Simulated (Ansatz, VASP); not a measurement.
## Two plane-wave programs on Mg

```
Mg
1.0
     3.19531    0.00000    0.00000
    -1.59766    2.76722    0.00000
     0.00000    0.00000    5.18794
Mg
2
Direct
  0.33333 0.66667 0.25000
  0.66667 0.33333 0.75000
```

Alike in both runs: task single point; functional PBE; k mesh 11 × 11 × 6; occupations fermi-dirac, width 0.1 eV; no spin polarisation.

|  | VASP | Ansatz |
| --- | --- | --- |
| version | VASP 6.6.1 | Ansatz 0.2.0 |
| potentials or method | VASP PAW PBE potentials, release 64 (Mg), cutoff 520 eV | plane waves (420 eV) with PAW, scalar-relativistic |
| valence electrons in the cell | 4 | 20 |

```csv
,VASP,Ansatz,Ansatz less VASP
pressure (GPa),-0.1,0.0,+0.13
```

With one functional, cell and mesh, what is left measures potentials, basis and numerics. VASP's potentials hold 4 valence electrons a cell and Ansatz's 20, so a difference there can come from the potentials and not from the codes.
